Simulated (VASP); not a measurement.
# Sc (Fm-3m) in VASP: a series of runs, part 2 of 2

VASP 6.6.1.

### 4 Single point, PBE, collinear spin (25.66 Å³/atom)

This run uses another cell than the first one, of 25.66 Å³/atom.

Input file INCAR:

```
SYSTEM = Sc
PREC = Accurate
ENCUT = 520
EDIFF = 1E-7
ISMEAR = -1
SIGMA = 0.05
LREAL = .FALSE.
LASPH = .TRUE.
NELM = 150
ALGO = Normal
ISIF = 2
LWAVE = .FALSE.
LCHARG = .FALSE.
ISPIN = 2
MAGMOM = 1
LORBIT = 11
LMAXMIX = 4
GGA = PE
NBANDS = 16
```

Input file KPOINTS:

```
Automatic mesh
0
G
  13 13 13
  0 0 0
```

Input file POSCAR:

```
Sc
1.0
    0.0000000000      2.3410729230      2.3410729230
    2.3410729230      0.0000000000      2.3410729230
    2.3410729230      2.3410729230      0.0000000000
Sc
1
Direct
    0.0000000000      0.0000000000      0.0000000000
```

Potentials or basis: VASP PAW PBE potentials, release 64 (Sc_sv).

Started as:

```
cat potpaw_PBE.64/Sc_sv/POTCAR > POTCAR
mpirun -np 1 vasp_std > vasp.out
```

OUTCAR:

```text
SYSTEM = Sc
   PREC = Accurate
   ENCUT = 520
   EDIFF = 1E-7
   ISMEAR = -1
   LREAL = .FALSE.
   LASPH = .TRUE.
   NELM = 150
   ISIF = 2
   ISPIN = 2
   LORBIT = 11
   GGA = PE

 ion  position               nearest neighbor table
   1  0.000  0.000  0.000-

  LATTYP: Found a face centered cubic cell.
 ALAT       =     4.6821458460

  Lattice vectors:

 A1 = (   0.0000000000,   2.3410729230,   2.3410729230)
 A2 = (   2.3410729230,   0.0000000000,   2.3410729230)
 A3 = (   2.3410729230,   2.3410729230,   0.0000000000)

Analysis of symmetry for initial positions (statically):
=====================================================================
 Subroutine PRICEL returns:
 Original cell was already a primitive cell.

 Routine SETGRP: Setting up the symmetry group for a
 face centered cubic supercell.

 Subroutine GETGRP returns: Found 48 space group operations
 (whereof 48 operations were pure point group operations)
 out of a pool of 48 trial point group operations.

The static configuration has the point symmetry O_h .

Analysis of symmetry for dynamics (positions and initial velocities):
[... 635 lines left out ...]

 [... further k-points ...]

 spin component 2

 k-point     1 :       0.0000    0.0000    0.0000
  band No.  band energies     occupation
      1     -46.0426      1.00000
      2     -24.4797      1.00000
      3     -24.4797      1.00000
      4     -24.4797      1.00000
      5      -1.6050      1.00000
      6       5.0279      0.00000
[... 435 lines left out ...]
      5       1.8182      1.00000
      6       3.4793      0.61930
[... 8 lines left out ...]
     15      22.5540      0.00000
     16      22.7655      0.00000

 [... further k-points ...]

------------------------ aborting loop because EDIFF is reached ----------------------------------------

  FORCE on cell =-STRESS in cart. coord.  units (eV):
  Direction    XX          YY          ZZ          XY          YZ          ZX
  --------------------------------------------------------------------------------------
  -------------------------------------------------------------------------------------
  Total       -0.3002900     -0.3002900     -0.3002900     -0.0000000     -0.0000000      0.0000000
  in kB      -18.7489347    -18.7489347    -18.7489347     -0.0000000     -0.0000000      0.0000000
  external PRESSURE =     -18.7489347 kB  Pullay stress =       0.0000000 kB

 VOLUME and BASIS-vectors are now :
 -----------------------------------------------------------------------------
  energy-cutoff  :      520.00
  volume of cell :       25.66
      direct lattice vectors                 reciprocal lattice vectors
     0.000000000  2.341072923  2.341072923    -0.213577285  0.213577285  0.213577285
     2.341072923  0.000000000  2.341072923     0.213577285 -0.213577285  0.213577285
     2.341072923  2.341072923  0.000000000     0.213577285  0.213577285 -0.213577285

 POSITION                                       TOTAL-FORCE (eV/Angst)
 -----------------------------------------------------------------------------------
      0.00000      0.00000      0.00000         0.000000      0.000000      0.000000
 -----------------------------------------------------------------------------------
    total drift:                               -0.000000     -0.000000     -0.000000

  FREE ENERGIE OF THE ION-ELECTRON SYSTEM (eV)
  ---------------------------------------------------
  free  energy   TOTEN  =        -6.2036584691 eV

  energy  without entropy=       -6.1864136562  energy(sigma->0) =       -6.19503606

 total charge

# of ion       s       p       d       tot
------------------------------------------
    1        2.269   6.093   0.986   9.347

 magnetization (x)

# of ion       s       p       d       tot
------------------------------------------
    1        0.000   0.000   0.000   0.000
```

OSZICAR:

```text
N       E                     dE             d eps       ncg     rms          rms(c)
DAV:   1     0.722003570194E+02    0.72200E+02   -0.49832E+03  5488   0.697E+02
DAV:   2    -0.547675103313E+01   -0.77677E+02   -0.75336E+02  5464   0.217E+02
DAV:   3    -0.675680635044E+01   -0.12801E+01   -0.12773E+01  7008   0.351E+01
DAV:   4    -0.677654441259E+01   -0.19738E-01   -0.19738E-01  5760   0.371E+00
DAV:   5    -0.677706743330E+01   -0.52302E-03   -0.52302E-03  8520   0.683E-01    0.669E+00
DAV:   6    -0.626954945615E+01    0.50752E+00   -0.62053E-01  6896   0.102E+01    0.205E+00
DAV:   7    -0.619429820266E+01    0.75251E-01   -0.14382E-01  7624   0.432E+00    0.122E+00
DAV:   8    -0.620272956488E+01   -0.84314E-02   -0.16403E-02  6792   0.109E+00    0.411E-01
DAV:   9    -0.620232779327E+01    0.40177E-03   -0.46156E-03  6720   0.621E-01    0.286E-01
DAV:  10    -0.620332774753E+01   -0.99995E-03   -0.49990E-04  7416   0.175E-01    0.569E-02
DAV:  11    -0.620353076334E+01   -0.20302E-03   -0.15677E-04  7056   0.766E-02    0.339E-02
DAV:  12    -0.620364183898E+01   -0.11108E-03   -0.72428E-05  7944   0.535E-02    0.139E-02
DAV:  13    -0.620365087905E+01   -0.90401E-05   -0.56863E-06  7272   0.119E-02    0.829E-03
DAV:  14    -0.620365668994E+01   -0.58109E-05   -0.66372E-06  7376   0.108E-02    0.390E-03
DAV:  15    -0.620365829201E+01   -0.16021E-05   -0.20422E-06  7232   0.608E-03    0.103E-03
DAV:  16    -0.620365845743E+01   -0.16542E-06   -0.69181E-08  5160   0.230E-03    0.503E-04
DAV:  17    -0.620365846911E+01   -0.11682E-07   -0.32039E-08  2936   0.106E-03
   1 F= -.62036585E+01 E0= -.61950361E+01  d E =-.172448E-01  mag=     0.0000
```

It took 59 s on 1 thread of Intel Xeon Platinum 8488C (Sapphire Rapids), shared host; peak memory 0.2 GiB.

What came out:

```yaml
Free_energy: -6.2037 eV
Pressure: -1.9 GPa
Net_moment: 0.00 μB per cell
Valence_electrons_inside_the_program's_atomic_spheres: Sc 9.35
```

### 5 Single point, PBE, collinear spin (26.65 Å³/atom)

This run uses another cell than the first one, of 26.65 Å³/atom.

Input file INCAR:

```
PREC = Accurate
ENCUT = 520
EDIFF = 1E-6
ISMEAR = -1
SIGMA = 0.05
LREAL = F
LASPH = T
NELM = 150
ALGO = Normal
ISIF = 2
LWAVE = F
LCHARG = T
ISPIN = 2
MAGMOM = 1
LORBIT = 11
LMAXMIX = 4
GGA = PE
LELF = T
LVHAR = T
NBANDS = 16
```

Input file KPOINTS:

```
regular mesh
0
Gamma
  13 13 13
```

Input file POSCAR:

```
Sc
1.0
    0.0000000000      2.3707099037      2.3707099037
    2.3707099037      0.0000000000      2.3707099037
    2.3707099037      2.3707099037      0.0000000000
Sc
1
Direct
    0.0000000000      0.0000000000      0.0000000000
```

Potentials or basis: VASP PAW PBE potentials, release 64 (Sc_sv).

Started as:

```
cat potpaw_PBE.64/Sc_sv/POTCAR > POTCAR
mpirun -np 1 vasp_std > vasp.out
```

OUTCAR:

```text
PREC = Accurate
   ENCUT = 520
   EDIFF = 1E-6
   ISMEAR = -1
   LREAL = F
   LASPH = T
   NELM = 150
   ISIF = 2
   ISPIN = 2
   LORBIT = 11
   GGA = PE

 ion  position               nearest neighbor table
   1  0.000  0.000  0.000-

  LATTYP: Found a face centered cubic cell.
 ALAT       =     4.7414198074

  Lattice vectors:

 A1 = (   0.0000000000,   2.3707099037,   2.3707099037)
 A2 = (   2.3707099037,   0.0000000000,   2.3707099037)
 A3 = (   2.3707099037,   2.3707099037,   0.0000000000)

Analysis of symmetry for initial positions (statically):
=====================================================================
 Subroutine PRICEL returns:
 Original cell was already a primitive cell.

 Routine SETGRP: Setting up the symmetry group for a
 face centered cubic supercell.

 Subroutine GETGRP returns: Found 48 space group operations
 (whereof 48 operations were pure point group operations)
 out of a pool of 48 trial point group operations.

The static configuration has the point symmetry O_h .

Analysis of symmetry for dynamics (positions and initial velocities):
=====================================================================
 Subroutine PRICEL returns:
 Original cell was already a primitive cell.

 Routine SETGRP: Setting up the symmetry group for a
 face centered cubic supercell.

 Subroutine GETGRP returns: Found 48 space group operations
 (whereof 48 operations were pure point group operations)
 out of a pool of 48 trial point group operations.

The dynamic configuration has the point symmetry O_h .

Analysis of structural, dynamic, and magnetic symmetry:
=====================================================================
 Subroutine PRICEL returns:
 Original cell was already a primitive cell.

 Routine SETGRP: Setting up the symmetry group for a
 face centered cubic supercell.

 Subroutine GETGRP returns: Found 48 space group operations
 (whereof 48 operations were pure point group operations)
 out of a pool of 48 trial point group operations.

The overall configuration has the point symmetry O_h .

 Subroutine INISYM returns: Found 48 space group operations
 (whereof 48 operations are pure point group operations),
 and found     1 'primitive' translations

----------------------------------------------------------------------------------------

                                     Primitive cell

  volume of cell :      26.6480

  direct lattice vectors                    reciprocal lattice vectors
     0.000000000  2.370709904  2.370709904    -0.210907290  0.210907290  0.210907290
     2.370709904  0.000000000  2.370709904     0.210907290 -0.210907290  0.210907290
     2.370709904  2.370709904  0.000000000     0.210907290  0.210907290 -0.210907290

  length of vectors
     3.352690098  3.352690098  3.352690098     0.365302141  0.365302141  0.365302141

  position of ions in fractional coordinates (direct lattice)
     0.000000000  0.000000000  0.000000000

  ion indices of the primitive-cell ions
   primitive index   ion index
                 1           1

----------------------------------------------------------------------------------------
[... 54 lines left out ...]
   total plane-waves  NPLWV =  21952
   dimension x,y,z NGX =    28 NGY =   28 NGZ =   28
   dimension x,y,z NGXF=    56 NGYF=   56 NGZF=   56
   ions per type =               1
   NGX,Y,Z   is equivalent  to a cutoff of  13.88, 13.88, 13.88 a.u.
   NGXF,Y,Z  is equivalent  to a cutoff of  27.77, 27.77, 27.77 a.u.
 SYSTEM =  unknown system
   PREC   = accura    normal or accurate (medium, high low for compatibility)
   ISTART =      0    job   : 0-new  1-cont  2-samecut
   ICHARG =      2    charge: 1-file 2-atom 10-const
   ISPIN  =      2    spin polarized calculation?
   LNONCOLLINEAR =      F non collinear calculations
   LSORBIT =      F    spin-orbit coupling
   LASPH  =      T    aspherical Exc in radial PAW
   ENCUT  =  520.0 eV  38.22 Ry    6.18 a.u.   6.23  6.23  6.23*2*pi/ulx,y,z
   NELM   =    150;   NELMIN=  2; NELMDL= -5     # of ELM steps
   EDIFF  = 0.1E-05   stopping-criterion for ELM
   LREAL  =      F    real-space projection
   EDIFFG = 0.1E-04   stopping-criterion for IOM
   NSW    =      0    number of steps for IOM
   IBRION =     -1    ionic relax: 0-MD 1-quasi-New 2-CG
   NFREE  =      0    steps in history (QN), initial steepest desc. (CG)
   ISIF   =      2    stress and relaxation
   ISYM   =      2    0-nonsym 1-usesym 2-fastsym
   POTIM  = 0.5000    time-step for ionic-motion
   TEBEG  =    0.0;   TEEND  =   0.0 temperature during run
   PSTRESS=    0.0 pullay stress
   NELECT =      11.0000    total number of electrons
   NUPDOWN=      -1.0000    fix difference up-down
   EMIN   =  10.00;   EMAX   =-10.00  energy-range for DOS
   EFERMI =   0.00;   METHOD = LEGACY
   ISMEAR =    -1;   SIGMA  =   0.05  broadening in eV -4-tet -1-fermi 0-gaus
   EFERMI_NEDOS =   21; number of points for ismear=-14 and -15
   IALGO  =     38    algorithm
   IMIX   =      4    mixing-type and parameters
     AMIX     =   0.40;   BMIX     =  1.00
     AMIX_MAG =   1.60;   BMIX_MAG =  1.00
  volume/ion in A,a.u.               =      26.65       179.83
  Fermi-wavevector in a.u.,A,eV,Ry     =   1.218945  2.303471 20.215890  1.485826
  Thomas-Fermi vector in A             =   2.354214
   LORBIT       =     11    0 simple, 1 ext, 2 COOP (PROOUT), +10 PAW based schemes
   GGA     = PE    functional components
   LHFCALC =     F    Hartree Fock is set to
   AEXX    =    0.0000 exact exchange contribution
   IVDW    =     0    specifies the selected vdW correction
   LEPSILON=     F    determine dielectric tensor
   LRPA    =     F    only Hartree local field effects (RPA)
 spin polarized calculation
  energy-cutoff  :      520.00
  volume of cell :       26.65
 maximum number of plane-waves:       726
 NGX is ok and might be reduce to    28
   NGX = 13   NGY = 13   NGZ = 13

 number of electron      11.0000002 magnetization       0.0006247

 Free energy of the ion-electron system (eV)
  ---------------------------------------------------
  ext. energy  EPLUGINS =         0.00000000
  ---------------------------------------------------
  free energy    TOTEN  =        -6.18741964 eV

  energy without entropy =       -6.16935737  energy(sigma->0) =       -6.17838850

 E-fermi :   3.2878     XC(G=0):  -9.5699

 val. band max:        3.2807373389   @ k =  -0.3846   0.1538   0.0000
 cond. band min:       3.3052199291   @ k =  -0.3077   0.2308   0.0769
 fundamental gap:      0.0244825902
 Fermi energy:         3.2878013583

 spin component 1

 k-point     1 :       0.0000    0.0000    0.0000
  band No.  band energies     occupation
      1     -46.3621      1.00000
      2     -24.8154      1.00000
      3     -24.8154      1.00000
      4     -24.8154      1.00000
      5      -1.7409      1.00000
      6       4.7585      0.00000
[... 435 lines left out ...]
      5       1.6192      1.00000
      6       3.2570      0.64952
[... 8 lines left out ...]
     15      21.8657      0.00000
     16      22.0791      0.00000

 [... further k-points ...]

 spin component 2

 k-point     1 :       0.0000    0.0000    0.0000
  band No.  band energies     occupation
      1     -46.3619      1.00000
      2     -24.8151      1.00000
      3     -24.8151      1.00000
      4     -24.8151      1.00000
      5      -1.7404      1.00000
      6       4.7589      0.00000
[... 435 lines left out ...]
      5       1.6197      1.00000
      6       3.2574      0.64744
[... 8 lines left out ...]
     15      21.8662      0.00000
     16      22.0797      0.00000

 [... further k-points ...]

------------------------ aborting loop because EDIFF is reached ----------------------------------------

  FORCE on cell =-STRESS in cart. coord.  units (eV):
  Direction    XX          YY          ZZ          XY          YZ          ZX
  --------------------------------------------------------------------------------------
  -------------------------------------------------------------------------------------
  Total       -0.5775546     -0.5775546     -0.5775546     -0.0000000     -0.0000000      0.0000000
  in kB      -34.7246884    -34.7246884    -34.7246884     -0.0000000     -0.0000000      0.0000000
  external PRESSURE =     -34.7246884 kB  Pullay stress =       0.0000000 kB

 VOLUME and BASIS-vectors are now :
 -----------------------------------------------------------------------------
  energy-cutoff  :      520.00
  volume of cell :       26.65
      direct lattice vectors                 reciprocal lattice vectors
     0.000000000  2.370709904  2.370709904    -0.210907290  0.210907290  0.210907290
     2.370709904  0.000000000  2.370709904     0.210907290 -0.210907290  0.210907290
     2.370709904  2.370709904  0.000000000     0.210907290  0.210907290 -0.210907290

 POSITION                                       TOTAL-FORCE (eV/Angst)
 -----------------------------------------------------------------------------------
      0.00000      0.00000      0.00000         0.000000      0.000000      0.000000
 -----------------------------------------------------------------------------------
    total drift:                               -0.000000     -0.000000     -0.000000

  FREE ENERGIE OF THE ION-ELECTRON SYSTEM (eV)
  ---------------------------------------------------
  free  energy   TOTEN  =        -6.1874196351 eV

  energy  without entropy=       -6.1693573742  energy(sigma->0) =       -6.17838850

 total charge

# of ion       s       p       d       tot
------------------------------------------
    1        2.262   6.089   0.962   9.313

 magnetization (x)

# of ion       s       p       d       tot
------------------------------------------
    1        0.000   0.000   0.000   0.000
```

Wall time 58 s (1 thread of Intel Xeon Platinum 8488C (Sapphire Rapids), shared host); peak memory 0.2 GiB.

Results:

- Free energy: -6.1874 eV
- Pressure: -3.5 GPa
- Net moment: 0.00 μB per cell
- Valence electrons inside the program's atomic spheres: Sc 9.31

Caveat: the cell stands under tension.

### 6 Single point, PBE, collinear spin (27.64 Å³/atom)

This run uses another cell than the first one, of 27.64 Å³/atom.

Input file INCAR:

```
SYSTEM = Sc
ALGO     = Normal         ! electronic algorithm
EDIFF    = 1E-6           ! SCF threshold, eV
ENCUT    = 520            ! plane-wave cutoff, eV
GGA      = PE             ! functional
ISIF     = 2              ! what is computed and relaxed
ISMEAR   = -1             ! smearing method
ISPIN    = 2              ! spin polarisation
LASPH    = .TRUE.         ! aspherical terms in the spheres
LCHARG   = .TRUE.         ! write CHGCAR
LELF     = .TRUE.         ! ELF
LMAXMIX  = 4              ! l up to which the mixer works
LORBIT   = 11             ! projections on sites
LREAL    = .FALSE.        ! projectors in reciprocal space
LVHAR    = .TRUE.       
LWAVE    = .FALSE.        ! write WAVECAR
MAGMOM   = 1              ! initial moments
NBANDS   = 16             ! bands
NELM     = 150            ! most SCF steps
PREC     = Accurate       ! precision mode
SIGMA    = 0.05           ! smearing width, eV
```

Input file KPOINTS:

```
k-points
0
G
  13 13 13
  0 0 0
```

Input file POSCAR:

```
Sc
1.0
    0.0000000000      2.3996238497      2.3996238497
    2.3996238497      0.0000000000      2.3996238497
    2.3996238497      2.3996238497      0.0000000000
Sc
1
Direct
    0.0000000000      0.0000000000      0.0000000000
```

Potentials or basis: VASP PAW PBE potentials, release 64 (Sc_sv).

Started as:

```
cat potpaw_PBE.64/Sc_sv/POTCAR > POTCAR
mpirun -np 1 vasp_std > vasp.out
```

It took 57 s on 1 thread of Intel Xeon Platinum 8488C (Sapphire Rapids), shared host; peak memory 0.2 GiB.

The run converged. Its results:

```yaml
Free_energy: -6.1621 eV
Pressure: -4.8 GPa
Net_moment: 0.00 μB per cell
Valence_electrons_inside_the_program's_atomic_spheres: Sc 9.28
```

Levels at points of the mesh, in eV from the Fermi level:
Spin up:
```tsv
k point	band 2	band 3	band 4	band 5	band 6	band 7	band 8	band 9
(0.00, 0.00, 0.00)	-28.22	-28.22	-28.22	-4.95	1.42	1.42	1.42	2.59
```
Spin down:
```tsv
k point	band 3	band 4	band 5	band 6	band 7	band 8
(0.00, 0.00, 0.00)	-28.22	-28.22	-4.95	1.42	1.42	1.42
```

Caveat: the cell stands under tension.

### 7 The runs side by side

| cell | gap on the mesh (eV) | pressure (GPa) | moment (μB) |
| --- | --- | --- | --- |
| a = 3.224 Å, angles 60.0°, 1 atom | none | 2.2 | 0.00 |
| a = 3.268 Å, angles 60.0°, 1 atom | none | 0.0 | 0.00 |
| a = 3.311 Å, angles 60.0°, 1 atom | none | -1.9 | 0.00 |
| a = 3.353 Å, angles 60.0°, 1 atom | none | -3.5 | 0.00 |
| a = 3.394 Å, angles 60.0°, 1 atom | none | -4.8 | 0.00 |

Alike in all rows: task single point; level PBE; potentials or basis VASP PAW PBE potentials, release 64 (Sc_sv); spin collinear; k mesh 13 × 13 × 13; cutoff (eV) 520; smearing fermi-dirac 0.05 eV.

Caveats: the cell stands under tension (at least some runs).

Absolute energies hang on the potentials; compare differences alone.

The gap in the log of VASP goes by the Fermi energy; the results here count the filled bands.